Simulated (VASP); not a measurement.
# Si4O7 (a cell with a defect) in VASP: a series of runs, part 2 of 2

VASP 6.6.1.

## Step 3: Single point, PBE (atom 9 moved -0.125 of the way to it and -0.225 Å across, host rigid)

The input, INCAR:

```
SYSTEM = Si4O7
ALGO = Normal
EDIFF = 1E-6
ENCUT = 520
GGA = PE
ISIF = 2
ISMEAR = 0
LASPH = .True.
LCHARG = .True.
LELF = .True.
LREAL = .False.
LVHAR = .True.
LWAVE = .False.
NBANDS = 40
NELM = 100
PREC = Accurate
SIGMA = 0.05
```

The input, KPOINTS:

```
k-points
0
Gamma
  4 4 4
  0 0 0
```

The input, POSCAR:

```
Si4O7
1.0
    5.0799801732      0.0000000000      0.0000000000
    0.0000000000      5.0799801732      0.0000000000
    0.0000000000      0.0000000000      7.0914769300
Si O
4 7
Direct
    0.2944292339      0.2944292339      0.0000000000
    0.2055707661      0.7944292339      0.2500000000
    0.7055707661      0.7055707661      0.5000000000
    0.7944292339      0.2055707661      0.7500000000
    0.4053663613      0.7409644515      0.4248320116
    0.7590355485      0.9053663613      0.6748320116
    0.5946336387      0.2590355485      0.9248320116
    0.7409644515      0.4053663613      0.5751679884
    0.8877024844      0.6833028213      0.3330807753
    0.2590355485      0.5946336387      0.0751679884
    0.0946336387      0.2409644515      0.8251679884
```

Potentials or basis: VASP PAW PBE potentials, release 64 (Si, O).

Run with:

```bash
cat potpaw_PBE.64/Si/POTCAR potpaw_PBE.64/O/POTCAR > POTCAR
mpirun -np 1 vasp_std > vasp.out
```

OUTCAR:

```text
SYSTEM = Si4O7
   EDIFF = 1E-6
   ENCUT = 520
   GGA = PE
   ISIF = 2
   ISMEAR = 0
   LASPH = .True.
   LREAL = .False.
   NELM = 100
   PREC = Accurate

 ion  position               nearest neighbor table
   1  0.294  0.294  0.000-  11 1.63  10 1.63   7 1.63   4 3.13   2 3.13   2 3.13   4 3.13
   2  0.206  0.794  0.250-   5 1.63  10 1.63   9 1.81   3 3.13   1 3.13   1 3.13   3 3.13
   3  0.706  0.706  0.500-   9 1.51   6 1.63   8 1.63   5 1.63   2 3.13   4 3.13   4 3.13   2 3.13

   4  0.794  0.206  0.750-   7 1.63   8 1.63   6 1.63  11 1.63   1 3.13   3 3.13   3 3.13   1 3.13

   5  0.405  0.741  0.425-   2 1.63   3 1.63
   6  0.759  0.905  0.675-   3 1.63   4 1.63
   7  0.595  0.259  0.925-   4 1.63   1 1.63
   8  0.741  0.405  0.575-   4 1.63   3 1.63
   9  0.888  0.683  0.333-   3 1.51   2 1.81
  10  0.259  0.595  0.075-   2 1.63   1 1.63
  11  0.095  0.241  0.825-   1 1.63   4 1.63

  LATTYP: Found a simple tetragonal cell.
 ALAT       =     5.0799801732
 C/A-ratio  =     1.3959654739

  Lattice vectors:

 A1 = (   5.0799801732,   0.0000000000,   0.0000000000)
 A2 = (   0.0000000000,   5.0799801732,   0.0000000000)
 A3 = (   0.0000000000,   0.0000000000,   7.0914769300)

Analysis of symmetry for initial positions (statically):
=====================================================================
 Subroutine PRICEL returns:
 Original cell was already a primitive cell.

 Routine SETGRP: Setting up the symmetry group for a
 simple tetragonal supercell.

 Subroutine GETGRP returns: Found  1 space group operations
 (whereof  1 operations were pure point group operations)
 out of a pool of 16 trial point group operations.

The static configuration has the point symmetry C_1 .

Analysis of symmetry for dynamics (positions and initial velocities):
=====================================================================
 Subroutine PRICEL returns:
 Original cell was already a primitive cell.

 Routine SETGRP: Setting up the symmetry group for a
 simple tetragonal supercell.

 Subroutine GETGRP returns: Found  1 space group operations
 (whereof  1 operations were pure point group operations)
 out of a pool of 16 trial point group operations.

The dynamic configuration has the point symmetry C_1 .

 Subroutine INISYM returns: Found  1 space group operations
 (whereof  1 operations are pure point group operations),
 and found     1 'primitive' translations

----------------------------------------------------------------------------------------

                                     Primitive cell

  volume of cell :     183.0041

  direct lattice vectors                    reciprocal lattice vectors
     5.079980173  0.000000000  0.000000000     0.196851162  0.000000000  0.000000000
     0.000000000  5.079980173  0.000000000     0.000000000  0.196851162  0.000000000
     0.000000000  0.000000000  7.091476930     0.000000000  0.000000000  0.141014349

  length of vectors
     5.079980173  5.079980173  7.091476930     0.196851162  0.196851162  0.141014349
[... 61 lines left out ...]
  0.250000  0.250000  0.000000      2.000000
[... 16 lines left out ...]
 -0.250000  0.500000  0.250000      2.000000
  0.500000 -0.250000  0.250000      2.000000
 [... further k-points ...]
   k-points           NKPTS =     36   k-points in BZ     NKDIM =     36   number of bands    NBANDS=     40
   number of dos      NEDOS =    301   number of ions     NIONS =     11
   total plane-waves  NPLWV =  86400
   dimension x,y,z NGX =    40 NGY =   40 NGZ =   54
   dimension x,y,z NGXF=    80 NGYF=   80 NGZF=  108
   ions per type =               4   7
   NGX,Y,Z   is equivalent  to a cutoff of  13.09, 13.09, 12.66 a.u.
   NGXF,Y,Z  is equivalent  to a cutoff of  26.18, 26.18, 25.32 a.u.
 SYSTEM =  Si4O7
   PREC   = accura    normal or accurate (medium, high low for compatibility)
   ISTART =      0    job   : 0-new  1-cont  2-samecut
   ICHARG =      2    charge: 1-file 2-atom 10-const
   ISPIN  =      1    spin polarized calculation?
   LNONCOLLINEAR =      F non collinear calculations
   LSORBIT =      F    spin-orbit coupling
   LASPH  =      T    aspherical Exc in radial PAW
   ENCUT  =  520.0 eV  38.22 Ry    6.18 a.u.   9.45  9.45 13.19*2*pi/ulx,y,z
   NELM   =    100;   NELMIN=  2; NELMDL= -5     # of ELM steps
   EDIFF  = 0.1E-05   stopping-criterion for ELM
   LREAL  =      F    real-space projection
   EDIFFG = 0.1E-04   stopping-criterion for IOM
   NSW    =      0    number of steps for IOM
   IBRION =     -1    ionic relax: 0-MD 1-quasi-New 2-CG
   NFREE  =      0    steps in history (QN), initial steepest desc. (CG)
   ISIF   =      2    stress and relaxation
   ISYM   =      2    0-nonsym 1-usesym 2-fastsym
   POTIM  = 0.5000    time-step for ionic-motion
   TEBEG  =    0.0;   TEEND  =   0.0 temperature during run
   PSTRESS=    0.0 pullay stress
   NELECT =      58.0000    total number of electrons
   NUPDOWN=      -1.0000    fix difference up-down
   EMIN   =  10.00;   EMAX   =-10.00  energy-range for DOS
   EFERMI =   0.00;   METHOD = LEGACY
   ISMEAR =     0;   SIGMA  =   0.05  broadening in eV -4-tet -1-fermi 0-gaus
   EFERMI_NEDOS =   21; number of points for ismear=-14 and -15
   IALGO  =     38    algorithm
   IMIX   =      4    mixing-type and parameters
     AMIX     =   0.40;   BMIX     =  1.00
     AMIX_MAG =   1.60;   BMIX_MAG =  1.00
  volume/ion in A,a.u.               =      16.64       112.27
  Fermi-wavevector in a.u.,A,eV,Ry     =   1.116171  2.109257 16.950639  1.245837
  Thomas-Fermi vector in A             =   2.252782
   LORBIT       =      0    0 simple, 1 ext, 2 COOP (PROOUT), +10 PAW based schemes
   GGA     = PE    functional components
   LHFCALC =     F    Hartree Fock is set to
   AEXX    =    0.0000 exact exchange contribution
   IVDW    =     0    specifies the selected vdW correction
   LEPSILON=     F    determine dielectric tensor
   LRPA    =     F    only Hartree local field effects (RPA)
 non-spin polarized calculation
 Gauss-broadening in eV      SIGMA  =   0.05
  energy-cutoff  :      520.00
  volume of cell :      183.00
 maximum number of plane-waves:      4954
 NGX is ok and might be reduce to    40
   NGX = 19   NGY = 19   NGZ = 27

 number of electron      57.9999989 magnetization

 Free energy of the ion-electron system (eV)
  ---------------------------------------------------
  ext. energy  EPLUGINS =         0.00000000
  ---------------------------------------------------
  free energy    TOTEN  =       -82.89208519 eV

  energy without entropy =      -82.89208519  energy(sigma->0) =      -82.89208519

 E-fermi :   1.4644     XC(G=0):  -7.9126

 val. band max:        1.2151608783   @ k =   0.5000   0.5000   0.5000
 cond. band min:       3.6635497589   @ k =   0.0000   0.5000   0.0000
 fundamental gap:      2.4483888807
 Fermi energy:         1.4644063602

 k-point     1 :       0.0000    0.0000    0.0000
  band No.  band energies     occupation
      1     -19.7443      2.00000
      2     -19.0417      2.00000
      3     -18.7576      2.00000
      4     -17.9819      2.00000
      5     -17.9742      2.00000
      6     -17.8405      2.00000
[... 1021 lines left out ...]
     39       9.6007      0.00000
     40      10.0497      0.00000

 [... further k-points ...]

------------------------ aborting loop because EDIFF is reached ----------------------------------------

  FORCE on cell =-STRESS in cart. coord.  units (eV):
  Direction    XX          YY          ZZ          XY          YZ          ZX
  --------------------------------------------------------------------------------------
  -------------------------------------------------------------------------------------
  Total        1.1368492     -2.8467875      4.2414926     -2.0154388      3.0938110     -2.4569537
  in kB        9.9529703    -24.9232628     37.1337289    -17.6449109     27.0859224    -21.5103179
  external PRESSURE =       7.3878121 kB  Pullay stress =       0.0000000 kB

 VOLUME and BASIS-vectors are now :
 -----------------------------------------------------------------------------
  energy-cutoff  :      520.00
  volume of cell :      183.00
      direct lattice vectors                 reciprocal lattice vectors
     5.079980173  0.000000000  0.000000000     0.196851162  0.000000000  0.000000000
     0.000000000  5.079980173  0.000000000     0.000000000  0.196851162  0.000000000
     0.000000000  0.000000000  7.091476930     0.000000000  0.000000000  0.141014349

 POSITION                                       TOTAL-FORCE (eV/Angst)
 -----------------------------------------------------------------------------------
      1.49569      1.49569      0.00000        -0.296332     -1.644750      0.876472
      1.04430      4.03568      1.77287        -1.915077      1.000914     -0.094575
      3.58429      3.58429      3.54574        -2.488963     -0.553271      3.399428
      4.03568      1.04430      5.31861        -0.173520      0.242734     -0.534921
      2.05925      3.76408      3.01269        -0.682828      0.345683      0.095072
      3.85589      4.59924      4.78556         0.105974      0.072155     -0.166697
      3.02073      1.31590      6.55842        -0.091597     -0.033133      0.337843
      3.76408      2.05925      4.07879        -0.471845     -1.047984      1.400666
      4.50951      3.47116      2.36203         5.844243      2.092360     -5.180446
      1.31590      3.02073      0.53305         0.112314     -0.471660     -0.146139
      0.48074      1.22409      5.85166         0.057633     -0.003048      0.013296
 -----------------------------------------------------------------------------------
    total drift:                                0.000281      0.000069      0.000120

  FREE ENERGIE OF THE ION-ELECTRON SYSTEM (eV)
  ---------------------------------------------------
  free  energy   TOTEN  =       -82.8920851865 eV

  energy  without entropy=      -82.8920851865  energy(sigma->0) =      -82.89208519
```

Run time: 2 min. Hardware: 1 thread of Intel Xeon 6975P-C (Granite Rapids), shared host; peak memory 0.37 GiB.

Results:

* Free energy: -82.8921 eV
* Pressure: 0.7 GPa
* Largest force: 8.085 eV/Å
* Band gap on the k mesh: 2.45 eV

Forces in eV/Å, atoms in the order of the input:
```
Si  -0.296 -1.645  0.876
Si  -1.915  1.001 -0.095
Si  -2.489 -0.553  3.399
Si  -0.174  0.243 -0.535
O   -0.683  0.346  0.095
O    0.106  0.072 -0.167
O   -0.092 -0.033  0.338
O   -0.472 -1.048  1.401
O    5.844  2.092 -5.180
O    0.112 -0.472 -0.146
O    0.058 -0.003  0.013
```

Caveat: the cell differs from its parent crystal (atom 9 moved -0.125 of the way to it and -0.225 Å across, host rigid).
